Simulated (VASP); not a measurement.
# F2CBr2 in VASP: single point with RPBE

Aim: the single point of F2CBr2 with RPBE.

Everything below comes from runs of VASP 6.6.1. Logs are shortened: lines on timing, memory, paths and dates and some standing lists are left out, and cuts for length are marked.

## (1) The cell of the first run

The cell holds a molecule in a box, 5 atoms: a = 11.000 Å, b = 12.000 Å, c = 12.000 Å, α = 90.00°, β = 90.00°, γ = 90.00°.

## (2) Single point, RPBE

Input file INCAR:

```
GGA      = RP             # functional
ISMEAR   = 0              # smearing method
SIGMA    = 0.03           # smearing width, eV
LWAVE    = F              # write WAVECAR
LCHARG   = F              # write CHGCAR
ISIF     = 0              # what is computed and relaxed
PREC     = Accurate       # precision mode
LASPH    = T              # aspherical terms in the spheres
LREAL    = F              # projectors in reciprocal space
ALGO     = Normal         # electronic algorithm
EDIFF    = 1E-6           # SCF threshold, eV
NELM     = 120            # most SCF steps
GGA_COMPAT= F            
ENCUT    = 520            # plane-wave cutoff, eV
EFERMI   = MIDGAP       
NELMDL   = -8
```

Input file KPOINTS:

```
k-points
0
Gamma
  1 1 1
```

Input file POSCAR:

```
CBr2F2
1.0
   11.0000000000      0.0000000000      0.0000000000
    0.0000000000     12.0000000000      0.0000000000
    0.0000000000      0.0000000000     12.0000000000
F C Br
2 1 2
Direct
    0.4154909100      0.4636125000      0.6123500000
    0.5868727300      0.3912791700      0.5673750000
    0.5041454500      0.4657625000      0.5377333300
    0.4392272700      0.4262958300      0.3933166700
    0.5773454500      0.6122208300      0.5365750000
```

Potentials or basis: VASP PAW PBE potentials, release 64 (F, C, Br).

On the command line:

```console
$ cat potpaw_PBE.64/F/POTCAR potpaw_PBE.64/C/POTCAR potpaw_PBE.64/Br/POTCAR > POTCAR
$ mpirun -np 1 vasp_gam > vasp.out
```

OUTCAR:

```text
GGA = RP
   ISMEAR = 0
   ISIF = 0
   PREC = Accurate
   LASPH = T
   LREAL = F
   EDIFF = 1E-6
   NELM = 120
   ENCUT = 520
   EFERMI = MIDGAP
   NELMDL = -8

 Found      1 irreducible k-points:

 Following reciprocal coordinates:
            Coordinates               Weight
  0.000000  0.000000  0.000000      1.000000
   k-points           NKPTS =      1   k-points in BZ     NKDIM =      1   number of bands    NBANDS=     20
   number of dos      NEDOS =    301   number of ions     NIONS =      5
   total plane-waves  NPLWV = 680400
   dimension x,y,z NGX =    84 NGY =   90 NGZ =   90
   dimension x,y,z NGXF=   168 NGYF=  180 NGZF=  180
   ions per type =               2   1   2
   NGX,Y,Z   is equivalent  to a cutoff of  12.70, 12.47, 12.47 a.u.
   NGXF,Y,Z  is equivalent  to a cutoff of  25.39, 24.94, 24.94 a.u.
 SYSTEM =  unknown system
   PREC   = accura    normal or accurate (medium, high low for compatibility)
   ISTART =      0    job   : 0-new  1-cont  2-samecut
   ICHARG =      2    charge: 1-file 2-atom 10-const
   ISPIN  =      1    spin polarized calculation?
   LNONCOLLINEAR =      F non collinear calculations
   LSORBIT =      F    spin-orbit coupling
   LASPH  =      T    aspherical Exc in radial PAW
   ENCUT  =  520.0 eV  38.22 Ry    6.18 a.u.  20.45 22.31 22.31*2*pi/ulx,y,z
   NELM   =    120;   NELMIN=  2; NELMDL= -8     # of ELM steps
   EDIFF  = 0.1E-05   stopping-criterion for ELM
   LREAL  =      F    real-space projection
   EDIFFG = 0.1E-04   stopping-criterion for IOM
   NSW    =      0    number of steps for IOM
   IBRION =     -1    ionic relax: 0-MD 1-quasi-New 2-CG
   NFREE  =      0    steps in history (QN), initial steepest desc. (CG)
   ISIF   =      0    stress and relaxation
   ISYM   =      2    0-nonsym 1-usesym 2-fastsym
   POTIM  = 0.5000    time-step for ionic-motion
   TEBEG  =    0.0;   TEEND  =   0.0 temperature during run

   SCALEE = 1.0000    scale energy and forces
   PSTRESS=    0.0 pullay stress
   NELECT =      32.0000    total number of electrons
   NUPDOWN=      -1.0000    fix difference up-down
   EMIN   =  10.00;   EMAX   =-10.00  energy-range for DOS
   EFERMI =   0.00;   METHOD = MIDGAP
   ISMEAR =     0;   SIGMA  =   0.03  broadening in eV -4-tet -1-fermi 0-gaus
   EFERMI_NEDOS =   21; number of points for ismear=-14 and -15
   IALGO  =     38    algorithm
   IMIX   =      4    mixing-type and parameters
     AMIX     =   0.40;   BMIX     =  1.00
     AMIX_MAG =   1.60;   BMIX_MAG =  1.00
  volume/ion in A,a.u.               =     316.80      2137.87
  Fermi-wavevector in a.u.,A,eV,Ry     =   0.445868  0.842569  2.704816  0.198798
  Thomas-Fermi vector in A             =   1.423827
   LORBIT       =      0    0 simple, 1 ext, 2 COOP (PROOUT), +10 PAW based schemes
   GGA     = RP    functional components
   LHFCALC =     F    Hartree Fock is set to
   AEXX    =    0.0000 exact exchange contribution
   IVDW    =     0    specifies the selected vdW correction
   LEPSILON=     F    determine dielectric tensor
   LRPA    =     F    only Hartree local field effects (RPA)

   CSHIFT  =0.1000    complex shift for real part using Kramers Kronig

   OMEGAMAX=  -1.0    maximum frequency
 non-spin polarized calculation
 Gauss-broadening in eV      SIGMA  =   0.03
  energy-cutoff  :      520.00
  volume of cell :     1584.00
 maximum number of plane-waves:     21371
 NGX is ok and might be reduce to    84
   NGX = 41   NGY = 45   NGZ = 45

 number of electron      32.0000007 magnetization

 Free energy of the ion-electron system (eV)
  ---------------------------------------------------
  ext. energy  EPLUGINS =         0.00000000
  ---------------------------------------------------
  free energy    TOTEN  =       -18.90509558 eV

  energy without entropy =      -18.90509558  energy(sigma->0) =      -18.90509558

 E-fermi :  -4.5547     XC(G=0):  -1.0092

 val. band max:       -6.8265389184   @ k =   0.0000   0.0000   0.0000
 cond. band min:      -2.2827721939   @ k =   0.0000   0.0000   0.0000
 fundamental gap:      4.5437667245
 Fermi energy:        -4.5546555562

 k-point     1 :       0.0000    0.0000    0.0000
  band No.  band energies     occupation
      1     -33.1498      2.00000
      2     -31.3812      2.00000
      3     -21.4351      2.00000
      4     -20.3418      2.00000
      5     -16.8694      2.00000
      6     -14.6359      2.00000
[... 12 lines left out ...]
     19      -0.3731      0.00000
     20       0.6878      0.00000

------------------------ aborting loop because EDIFF is reached ----------------------------------------

 VOLUME and BASIS-vectors are now :
 -----------------------------------------------------------------------------
  energy-cutoff  :      520.00
  volume of cell :     1584.00
      direct lattice vectors                 reciprocal lattice vectors
    11.000000000  0.000000000  0.000000000     0.090909091  0.000000000  0.000000000
     0.000000000 12.000000000  0.000000000     0.000000000  0.083333333  0.000000000
     0.000000000  0.000000000 12.000000000     0.000000000  0.000000000  0.083333333

 POSITION                                       TOTAL-FORCE (eV/Angst)
 -----------------------------------------------------------------------------------
      4.57040      5.56335      7.34820        -1.262994     -0.006436      1.124723
      6.45560      4.69535      6.80850         1.181331     -1.131378      0.425624
      5.54560      5.58915      6.45280         0.044880      0.623931     -0.849038
      4.83150      5.11555      4.71980        -0.288219     -0.193249     -0.697469
      6.35080      7.34665      6.43890         0.325002      0.707132     -0.003840
 -----------------------------------------------------------------------------------
    total drift:                               -0.000889      0.000936      0.003251

  FREE ENERGIE OF THE ION-ELECTRON SYSTEM (eV)
  ---------------------------------------------------
  free  energy   TOTEN  =       -18.9050955830 eV

  energy  without entropy=      -18.9050955830  energy(sigma->0) =      -18.90509558
```

Wall time 74 s (1 thread of Intel Xeon 6975P-C (Granite Rapids), shared host); peak memory 1.1 GiB.

What came out:

```yaml
Free_energy: -18.9051 eV
Largest_force: 1.691 eV/Å
Gap_between_the_frontier_levels: 4.54 eV
```

Forces on the atoms (eV/Å):
```
F   -1.263 -0.006  1.125
F    1.181 -1.131  0.426
C    0.045  0.624 -0.849
Br  -0.288 -0.193 -0.697
Br   0.325  0.707 -0.004
```

Levels at points of the mesh, in eV from the valence-band top:
| k point | band 13 | band 14 | band 15 | band 16 | band 17 | band 18 | band 19 | band 20 |
| --- | --- | --- | --- | --- | --- | --- | --- | --- |
| (0.00, 0.00, 0.00) | -1.01 | -0.69 | -0.28 | 0.00 | 4.54 | 5.92 | 6.45 | 7.51 |

Caveat: the PAW data sets were made with another functional, which shifts forces and pressure a little.
